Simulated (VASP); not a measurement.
# Pb (Fm-3m) in VASP: a series of runs, part 3 of 3

VASP 6.6.1. Earlier steps stand in the parts before.

### Step 4. Single point, LDA

This run uses another cell than the first one, of 29.05 Å³/atom.

INCAR reads:

```
  PREC = Accurate
  ENCUT = 500
  EDIFF = 1E-6
  ISMEAR = -1
  SIGMA = 0.05
  LREAL = F
  LASPH = T
  NELM = 120
  ALGO = Normal
  ISIF = 2
  LWAVE = F
  LCHARG = F
  GGA = CA
  NBANDS = 13
  GGA_COMPAT = F
```

KPOINTS reads:

```
regular mesh
0
Gamma
  15 15 15
```

POSCAR reads:

```
Pb
1.0
    0.0000000000      2.4397854149      2.4397854149
    2.4397854149      0.0000000000      2.4397854149
    2.4397854149      2.4397854149      0.0000000000
Pb
1
Direct
    0.0000000000      0.0000000000      0.0000000000
```

Potentials or basis: VASP PAW LDA potentials, release 64 (Pb_d).

On the command line:

```console
$ cat potpaw_LDA.64/Pb_d/POTCAR > POTCAR
$ mpirun -np 1 vasp_std > vasp.out
```

OUTCAR:

```text
PREC = Accurate
   ENCUT = 500
   EDIFF = 1E-6
   ISMEAR = -1
   LREAL = F
   LASPH = T
   NELM = 120
   ISIF = 2
   GGA = CA

 ion  position               nearest neighbor table
   1  0.000  0.000  0.000-

  LATTYP: Found a face centered cubic cell.
 ALAT       =     4.8795708298

  Lattice vectors:

 A1 = (   0.0000000000,   2.4397854149,   2.4397854149)
 A2 = (   2.4397854149,   0.0000000000,   2.4397854149)
 A3 = (   2.4397854149,   2.4397854149,   0.0000000000)

Analysis of symmetry for initial positions (statically):
=====================================================================
 Subroutine PRICEL returns:
 Original cell was already a primitive cell.

 Routine SETGRP: Setting up the symmetry group for a
 face centered cubic supercell.

 Subroutine GETGRP returns: Found 48 space group operations
 (whereof 48 operations were pure point group operations)
 out of a pool of 48 trial point group operations.

The static configuration has the point symmetry O_h .

Analysis of symmetry for dynamics (positions and initial velocities):
=====================================================================
 Subroutine PRICEL returns:
 Original cell was already a primitive cell.

 Routine SETGRP: Setting up the symmetry group for a
 face centered cubic supercell.

 Subroutine GETGRP returns: Found 48 space group operations
 (whereof 48 operations were pure point group operations)
 out of a pool of 48 trial point group operations.

The dynamic configuration has the point symmetry O_h .

 Subroutine INISYM returns: Found 48 space group operations
 (whereof 48 operations are pure point group operations),
 and found     1 'primitive' translations

----------------------------------------------------------------------------------------

                                     Primitive cell

  volume of cell :      29.0459

  direct lattice vectors                    reciprocal lattice vectors
     0.000000000  2.439785415  2.439785415    -0.204936056  0.204936056  0.204936056
     2.439785415  0.000000000  2.439785415     0.204936056 -0.204936056  0.204936056
     2.439785415  2.439785415  0.000000000     0.204936056  0.204936056 -0.204936056

  length of vectors
     3.450377623  3.450377623  3.450377623     0.354959661  0.354959661  0.354959661

  position of ions in fractional coordinates (direct lattice)
     0.000000000  0.000000000  0.000000000

  ion indices of the primitive-cell ions
   primitive index   ion index
                 1           1

----------------------------------------------------------------------------------------

 KPOINTS: regular mesh

Automatic generation of k-mesh.
 Grid dimensions read from file:
 generate k-points for:   15   15   15

 Generating k-lattice:

  Cartesian coordinates                     Fractional coordinates (reciprocal lattice)
    -0.013662404  0.013662404  0.013662404     0.066666667  0.000000000  0.000000000
     0.013662404 -0.013662404  0.013662404     0.000000000  0.066666667  0.000000000
     0.013662404  0.013662404 -0.013662404     0.000000000  0.000000000  0.066666667

  Length of vectors
     0.023663977  0.023663977  0.023663977

  Shift w.r.t. Gamma in fractional coordinates (k-lattice)
     0.000000000  0.000000000  0.000000000

 Subroutine IBZKPT returns following result:
 ===========================================

 Found    120 irreducible k-points:

 Following reciprocal coordinates:
            Coordinates               Weight
  0.000000  0.000000  0.000000      1.000000
  0.066667  0.000000  0.000000      8.000000
  0.133333  0.000000  0.000000      8.000000
  0.200000  0.000000  0.000000      8.000000
  0.266667  0.000000  0.000000      8.000000
  0.333333  0.000000  0.000000      8.000000
[... 16 lines left out ...]
  0.133333  0.133333  0.000000      6.000000
  0.200000  0.133333  0.000000     24.000000
 [... further k-points ...]
   k-points           NKPTS =    120   k-points in BZ     NKDIM =    120   number of bands    NBANDS=     13
   number of dos      NEDOS =    301   number of ions     NIONS =      1
   total plane-waves  NPLWV =  21952
   dimension x,y,z NGX =    28 NGY =   28 NGZ =   28
   dimension x,y,z NGXF=    56 NGYF=   56 NGZF=   56
   ions per type =               1
   NGX,Y,Z   is equivalent  to a cutoff of  13.49, 13.49, 13.49 a.u.
   NGXF,Y,Z  is equivalent  to a cutoff of  26.98, 26.98, 26.98 a.u.
 SYSTEM =  unknown system
   PREC   = accura    normal or accurate (medium, high low for compatibility)
   ISTART =      0    job   : 0-new  1-cont  2-samecut
   ICHARG =      2    charge: 1-file 2-atom 10-const
   ISPIN  =      1    spin polarized calculation?
   LNONCOLLINEAR =      F non collinear calculations
   LSORBIT =      F    spin-orbit coupling
   LASPH  =      T    aspherical Exc in radial PAW
   ENCUT  =  500.0 eV  36.75 Ry    6.06 a.u.   6.29  6.29  6.29*2*pi/ulx,y,z
   NELM   =    120;   NELMIN=  2; NELMDL= -5     # of ELM steps
   EDIFF  = 0.1E-05   stopping-criterion for ELM
   LREAL  =      F    real-space projection
   EDIFFG = 0.1E-04   stopping-criterion for IOM
   NSW    =      0    number of steps for IOM
   IBRION =     -1    ionic relax: 0-MD 1-quasi-New 2-CG
   NFREE  =      0    steps in history (QN), initial steepest desc. (CG)
   ISIF   =      2    stress and relaxation
   ISYM   =      2    0-nonsym 1-usesym 2-fastsym
   POTIM  = 0.5000    time-step for ionic-motion
   TEBEG  =    0.0;   TEEND  =   0.0 temperature during run
   PSTRESS=    0.0 pullay stress
   NELECT =      14.0000    total number of electrons
   NUPDOWN=      -1.0000    fix difference up-down
   EMIN   =  10.00;   EMAX   =-10.00  energy-range for DOS
   EFERMI =   0.00;   METHOD = LEGACY
   ISMEAR =    -1;   SIGMA  =   0.05  broadening in eV -4-tet -1-fermi 0-gaus
   EFERMI_NEDOS =   21; number of points for ismear=-14 and -15
   IALGO  =     38    algorithm
   IMIX   =      4    mixing-type and parameters
     AMIX     =   0.40;   BMIX     =  1.00
     AMIX_MAG =   1.60;   BMIX_MAG =  1.00
  volume/ion in A,a.u.               =      29.05       196.01
  Fermi-wavevector in a.u.,A,eV,Ry     =   1.283579  2.425612 22.416614  1.647575
  Thomas-Fermi vector in A             =   2.415823
   LORBIT       =      0    0 simple, 1 ext, 2 COOP (PROOUT), +10 PAW based schemes
   GGA     = CA    functional components
   LHFCALC =     F    Hartree Fock is set to
   AEXX    =    0.0000 exact exchange contribution
   IVDW    =     0    specifies the selected vdW correction
   LEPSILON=     F    determine dielectric tensor
   LRPA    =     F    only Hartree local field effects (RPA)
 non-spin polarized calculation
  energy-cutoff  :      500.00
  volume of cell :       29.05
 maximum number of plane-waves:       751
 NGX is ok and might be reduce to    28
   NGX = 13   NGY = 13   NGZ = 13

 number of electron      13.9999999 magnetization

 Free energy of the ion-electron system (eV)
  ---------------------------------------------------
  ext. energy  EPLUGINS =         0.00000000
  ---------------------------------------------------
  free energy    TOTEN  =        -4.25740237 eV

  energy without entropy =       -4.25335047  energy(sigma->0) =       -4.25537642

 E-fermi :   7.4870     XC(G=0): -10.6623

 val. band max:        7.4846783007   @ k =   0.4000   0.2667   0.0667
 cond. band min:       7.5610084434   @ k =   0.3333   0.3333   0.0000
 fundamental gap:      0.0763301427
 Fermi energy:         7.4870264274

 k-point     1 :       0.0000    0.0000    0.0000
  band No.  band energies     occupation
      1      -9.5412      2.00000
      2      -9.5412      2.00000
      3      -9.5412      2.00000
      4      -9.3787      2.00000
      5      -9.3787      2.00000
      6      -4.5628      2.00000
      7      15.1951      0.00000
      8      15.1951      0.00000
      9      15.1951      0.00000
     10      17.3521      0.00000
     11      19.5236      0.00000
     12      20.3409      0.00000
     13      20.3409      0.00000

 k-point     2 :       0.0667    0.0000    0.0000
  band No.  band energies     occupation
      1      -9.5415      2.00000
      2      -9.5338      2.00000
      3      -9.5338      2.00000
      4      -9.3794      2.00000
      5      -9.3794      2.00000
      6      -4.4734      2.00000
      7      14.1120      0.00000
      8      15.0832      0.00000
      9      15.0832      0.00000
     10      17.1742      0.00000
     11      19.9358      0.00000
[... 339 lines left out ...]
 k-point    24 :       0.2000    0.1333    0.0000
  band No.  band energies     occupation
      1      -9.5833      2.00000
      2      -9.4652      2.00000
      3      -9.4611      2.00000
      4      -9.4233      2.00000
      5      -9.3403      2.00000
      6      -3.7572      2.00000
      7      11.3160      0.00000
      8      13.0155      0.00000
      9      13.4128      0.00000
     10      16.3832      0.00000
     11      17.6252      0.00000
     12      21.9008      0.00000
     13      22.8806      0.00000

 [... further k-points ...]
[... 5 lines left out ...]
  --------------------------------------------------------------------------------------
  -------------------------------------------------------------------------------------
  Total        0.0075907      0.0075907      0.0075907     -0.0000000     -0.0000000     -0.0000000
  in kB        0.4187036      0.4187036      0.4187036     -0.0000000     -0.0000000     -0.0000000
  external PRESSURE =       0.4187036 kB  Pullay stress =       0.0000000 kB

 VOLUME and BASIS-vectors are now :
 -----------------------------------------------------------------------------
  energy-cutoff  :      500.00
  volume of cell :       29.05
      direct lattice vectors                 reciprocal lattice vectors
     0.000000000  2.439785415  2.439785415    -0.204936056  0.204936056  0.204936056
     2.439785415  0.000000000  2.439785415     0.204936056 -0.204936056  0.204936056
     2.439785415  2.439785415  0.000000000     0.204936056  0.204936056 -0.204936056

 POSITION                                       TOTAL-FORCE (eV/Angst)
 -----------------------------------------------------------------------------------
      0.00000      0.00000      0.00000         0.000000      0.000000      0.000000
 -----------------------------------------------------------------------------------
    total drift:                               -0.000000     -0.000000     -0.000000

  FREE ENERGIE OF THE ION-ELECTRON SYSTEM (eV)
  ---------------------------------------------------
  free  energy   TOTEN  =        -4.2574023657 eV

  energy  without entropy=       -4.2533504739  energy(sigma->0) =       -4.25537642
```

OSZICAR:

```text
N       E                     dE             d eps       ncg     rms          rms(c)
DAV:   1     0.105322192852E+03    0.10532E+03   -0.69683E+03  3176   0.124E+03
DAV:   2     0.735523868726E+00   -0.10459E+03   -0.10118E+03  3285   0.306E+02
DAV:   3    -0.415728276637E+01   -0.48928E+01   -0.48757E+01  3871   0.721E+01
DAV:   4    -0.426903042240E+01   -0.11175E+00   -0.11172E+00  3863   0.116E+01
DAV:   5    -0.427403537093E+01   -0.50049E-02   -0.50047E-02  4226   0.233E+00    0.591E-01
DAV:   6    -0.426120235322E+01    0.12833E-01   -0.15848E-02  3988   0.225E+00    0.280E-01
DAV:   7    -0.425768533858E+01    0.35170E-02   -0.63228E-03  4050   0.132E+00    0.831E-02
DAV:   8    -0.425740389430E+01    0.28144E-03   -0.38084E-04  4617   0.336E-01    0.922E-03
DAV:   9    -0.425740221520E+01    0.16791E-05   -0.95744E-06  4198   0.554E-02    0.381E-03
DAV:  10    -0.425740236571E+01   -0.15050E-06   -0.31049E-07  2680   0.636E-03
   1 F= -.42574024E+01 E0= -.42553764E+01  d E =-.405189E-02
```

Wall time 14 s (1 thread of Intel Xeon 6975P-C (Granite Rapids), shared host); peak memory 0.16 GiB.

What came out:

* Free energy: -4.2574 eV
* Pressure: 0.0 GPa
* Band gap on the k mesh: zero (bands 7 and 8 overlap by 9.33 eV)

Caveat: spin-orbit coupling is left out, which moves the levels of the heavy elements.
